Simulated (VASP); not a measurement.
# Ir2O (P6/mmm) in VASP: single point with PBE

Aim: the single point of Ir2O with PBE.

Everything below comes from runs of VASP 6.6.1. Logs are shortened: lines on timing, memory, paths and dates and some standing lists are left out, and cuts for length are marked.

## 1. The cell of the first run

Symmetry: P6/mmm, No. 191, hexagonal system. Conventional cell: a = 3.366 Å, b = 3.366 Å, c = 3.867 Å, α = 90.00°, β = 90.00°, γ = 120.00°. Ir (site symmetry -6m2) has 3 Ir at 1.94 Å and 3 O at 1.94 Å within 2.6 Å. O (site symmetry 6/mmm) has 6 Ir at 1.94 Å within 2.6 Å.

The cell was generated, and may not be a known phase.

## 2. Single point, PBE, collinear spin

Input file INCAR:

```
  PREC = Accurate
  ENCUT = 700
  EDIFF = 1E-6
  ISMEAR = 0
  SIGMA = 0.1
  LREAL = F
  LASPH = T
  NELM = 200
  ALGO = Normal
  ISIF = 2
  LWAVE = F
  LCHARG = F
  ISPIN = 2
  MAGMOM = 1 1 0
  LORBIT = 11
  LMAXMIX = 4
  GGA = PE
  NBANDS = 31
  GGA_COMPAT = F
```

Input file KPOINTS:

```
regular mesh
0
Gamma
  6 6 4
```

Input file POSCAR:

```
Ir2O
1.0
    3.3663045000      0.0000000000      0.0000000000
   -1.6831522500      2.9153052100      0.0000000000
    0.0000000000      0.0000000000      3.8668151400
Ir O
2 1
Direct
    0.3333333300      0.6666666700      0.0000000000
    0.6666666700      0.3333333300      0.0000000000
    0.0000000000      0.0000000000      0.0000000000
```

Potentials or basis: VASP PAW PBE potentials, release 64 (Ir_sv_GW, O).

Command:

```sh
$ cat potpaw_PBE.64/Ir_sv_GW/POTCAR potpaw_PBE.64/O/POTCAR > POTCAR
$ mpirun -np 1 vasp_std > vasp.out
```

OUTCAR:

```text
PREC = Accurate
   ENCUT = 700
   EDIFF = 1E-6
   ISMEAR = 0
   LREAL = F
   LASPH = T
   NELM = 200
   ISIF = 2
   ISPIN = 2
   LORBIT = 11
   GGA = PE

 ion  position               nearest neighbor table
   1  0.333  0.667  0.000-   2 1.94   3 1.94   2 1.94   3 1.94   3 1.94   2 1.94
   2  0.667  0.333  0.000-   1 1.94   3 1.94   1 1.94   3 1.94   3 1.94   1 1.94
   3  0.000  0.000  0.000-   1 1.94   2 1.94   1 1.94   2 1.94   2 1.94   1 1.94

  LATTYP: Found a hexagonal cell.
 ALAT       =     3.3663045000
 C/A-ratio  =     1.1486825211

  Lattice vectors:

 A1 = (   3.3663045000,   0.0000000000,   0.0000000000)
 A2 = (  -1.6831522500,   2.9153052100,   0.0000000000)
 A3 = (   0.0000000000,   0.0000000000,   3.8668151400)

Analysis of symmetry for initial positions (statically):
=====================================================================
 Subroutine PRICEL returns:
 Original cell was already a primitive cell.

 Routine SETGRP: Setting up the symmetry group for a
 hexagonal supercell.

 Subroutine GETGRP returns: Found 24 space group operations
 (whereof 24 operations were pure point group operations)
 out of a pool of 24 trial point group operations.

The static configuration has the point symmetry D_6h.

Analysis of symmetry for dynamics (positions and initial velocities):
=====================================================================
 Subroutine PRICEL returns:
 Original cell was already a primitive cell.

 Routine SETGRP: Setting up the symmetry group for a
 hexagonal supercell.

 Subroutine GETGRP returns: Found 24 space group operations
 (whereof 24 operations were pure point group operations)
 out of a pool of 24 trial point group operations.

The dynamic configuration has the point symmetry D_6h.

Analysis of structural, dynamic, and magnetic symmetry:
=====================================================================
 Subroutine PRICEL returns:
 Original cell was already a primitive cell.

 Routine SETGRP: Setting up the symmetry group for a
 hexagonal supercell.

 Subroutine GETGRP returns: Found 24 space group operations
 (whereof 24 operations were pure point group operations)
[... 120 lines left out ...]
     AMIX_MAG =   1.60;   BMIX_MAG =  1.00
  volume/ion in A,a.u.               =      12.65        85.36
  Fermi-wavevector in a.u.,A,eV,Ry     =   1.666088  3.148449 37.767712  2.775849
  Thomas-Fermi vector in A             =   2.752345
   LORBIT       =     11    0 simple, 1 ext, 2 COOP (PROOUT), +10 PAW based schemes
   GGA     = PE    functional components
   LHFCALC =     F    Hartree Fock is set to
   AEXX    =    0.0000 exact exchange contribution
   IVDW    =     0    specifies the selected vdW correction
   LEPSILON=     F    determine dielectric tensor
   LRPA    =     F    only Hartree local field effects (RPA)
 spin polarized calculation
 Gauss-broadening in eV      SIGMA  =   0.10
  energy-cutoff  :      700.00
  volume of cell :       37.95
 maximum number of plane-waves:      1636
 NGX is ok and might be reduce to    30
   NGX = 15   NGY = 15   NGZ = 17

 number of electron      39.9999999 magnetization      -0.0171908

 number of electron      39.9999999 magnetization       0.0003424

 Free energy of the ion-electron system (eV)
  ---------------------------------------------------
  ext. energy  EPLUGINS =         0.00000000
  ---------------------------------------------------
  free energy    TOTEN  =        -2.91523739 eV

  energy without entropy =       -2.90342756  energy(sigma->0) =       -2.90933247

 E-fermi :  10.7877     XC(G=0): -12.5582

 val. band max:       10.7254046811   @ k =   0.1667   0.0000   0.0000
 cond. band min:      10.7930016924   @ k =   0.0000   0.0000   0.0000
 fundamental gap:      0.0675970113
 Fermi energy:        10.7877164725

 spin component 1

 k-point     1 :       0.0000    0.0000    0.0000
  band No.  band energies     occupation
      1     -84.4858      1.00000
      2     -82.7672      1.00000
      3     -43.8887      1.00000
      4     -43.8887      1.00000
      5     -40.5844      1.00000
      6     -39.1070      1.00000
[... 703 lines left out ...]
     30      31.0434      0.00000
     31      31.6871      0.00000
 Fermi energy:        10.7877164725

 spin component 2

 k-point     1 :       0.0000    0.0000    0.0000
  band No.  band energies     occupation
      1     -84.4861      1.00000
      2     -82.7675      1.00000
      3     -43.8888      1.00000
      4     -43.8888      1.00000
      5     -40.5844      1.00000
      6     -39.1071      1.00000
[... 703 lines left out ...]
     30      31.0434      0.00000
     31      31.6871      0.00000

------------------------ aborting loop because EDIFF is reached ----------------------------------------

  FORCE on cell =-STRESS in cart. coord.  units (eV):
  Direction    XX          YY          ZZ          XY          YZ          ZX
  --------------------------------------------------------------------------------------
  -------------------------------------------------------------------------------------
  Total      107.8560961    107.8560958      0.1477808     -0.0000000     -0.0000000      0.0000000
  in kB     4553.7002787   4553.7002666      6.2393283     -0.0000000     -0.0000000      0.0000000
  external PRESSURE =    3037.8799578 kB  Pullay stress =       0.0000000 kB

 VOLUME and BASIS-vectors are now :
 -----------------------------------------------------------------------------
  energy-cutoff  :      700.00
  volume of cell :       37.95
      direct lattice vectors                 reciprocal lattice vectors
     3.366304500  0.000000000  0.000000000     0.297061659  0.171508629  0.000000000
    -1.683152250  2.915305210  0.000000000     0.000000000  0.343017258  0.000000000
     0.000000000  0.000000000  3.866815140     0.000000000  0.000000000  0.258610759

 POSITION                                       TOTAL-FORCE (eV/Angst)
 -----------------------------------------------------------------------------------
     -0.00000      1.94354      0.00000         0.000000     -0.000000      0.000000
      1.68315      0.97177      0.00000        -0.000000      0.000000      0.000000
      0.00000      0.00000      0.00000        -0.000000      0.000000      0.000000
 -----------------------------------------------------------------------------------
    total drift:                               -0.000000      0.000000     -0.000000

  FREE ENERGIE OF THE ION-ELECTRON SYSTEM (eV)
  ---------------------------------------------------
  free  energy   TOTEN  =        -2.9152373882 eV

  energy  without entropy=       -2.9034275605  energy(sigma->0) =       -2.90933247

 total charge

# of ion       s       p       d       f       tot
--------------------------------------------------
    1        5.453   6.214   7.089   0.225  18.982
    2        5.453   6.214   7.089   0.225  18.982
    3        1.600   3.761   0.000   0.000   5.361
--------------------------------------------------
tot         12.507  16.190  14.179   0.449  43.324

 magnetization (x)

# of ion       s       p       d       f       tot
--------------------------------------------------
    1        0.000   0.000   0.000   0.000   0.000
    2        0.000   0.000   0.000   0.000   0.000
    3        0.000   0.000   0.000   0.000   0.000
--------------------------------------------------
tot          0.000   0.000   0.000   0.000   0.000
```

It took 1.8 min on 1 thread of Intel Xeon Platinum 8259CL at 2.50GHz (Skylake/Cascade Lake), shared host; peak memory 0.24 GiB.

What came out:

```yaml
Free_energy: -2.9152 eV
Pressure: 303.8 GPa
Band_gap_on_the_k_mesh: zero (filled and empty bands overlap)
Net_moment: 0.00 μB per cell
```

Stress tensor (GPa, compression positive):
```
455.37   0.00   0.00
  0.00 455.37   0.00
  0.00   0.00   0.62
```

Levels at points of the mesh, in eV from the Fermi level:
Spin up:
| k point | band 16 | band 17 | band 18 | band 19 | band 20 | band 21 | band 22 | band 23 | band 24 | band 25 |
| --- | --- | --- | --- | --- | --- | --- | --- | --- | --- | --- |
| (0.00, 0.00, 0.00) | -4.71 | -4.71 | -3.20 | -1.11 | -1.11 | 0.01 | 4.66 | 4.66 | 7.16 | 10.05 |
| (0.50, 0.00, 0.00) | -3.50 | -3.05 | -2.77 | -2.13 | -1.39 | 0.47 | 1.47 | 4.65 | 9.11 | 9.32 |
| (0.00, 0.00, 0.50) | -4.70 | -4.70 | -1.62 | -1.30 | -1.30 | 0.37 | 0.67 | 4.67 | 4.67 | 14.30 |
| (0.50, 0.00, 0.50) | -3.50 | -3.45 | -2.24 | -1.50 | -0.80 | 0.49 | 1.42 | 3.84 | 6.01 | 7.68 |
Spin down:
| k point | band 16 | band 17 | band 18 | band 19 | band 20 | band 21 | band 22 | band 23 | band 24 | band 25 |
| --- | --- | --- | --- | --- | --- | --- | --- | --- | --- | --- |
| (0.00, 0.00, 0.00) | -4.71 | -4.71 | -3.20 | -1.11 | -1.11 | 0.01 | 4.66 | 4.66 | 7.16 | 10.05 |
| (0.50, 0.00, 0.00) | -3.50 | -3.05 | -2.77 | -2.13 | -1.39 | 0.47 | 1.47 | 4.65 | 9.11 | 9.32 |
| (0.00, 0.00, 0.50) | -4.70 | -4.70 | -1.62 | -1.30 | -1.30 | 0.37 | 0.67 | 4.67 | 4.67 | 14.30 |
| (0.50, 0.00, 0.50) | -3.50 | -3.45 | -2.24 | -1.50 | -0.80 | 0.49 | 1.42 | 3.84 | 6.01 | 7.68 |

Caveat: the k points lie up to 0.41 Å⁻¹ apart; atoms lie so close that the PAW spheres overlap strongly, which falsifies energies and pressures; spin-orbit coupling is left out, which moves the levels of the heavy elements.

The gap in the log of VASP goes by the Fermi energy; the results here count the filled bands.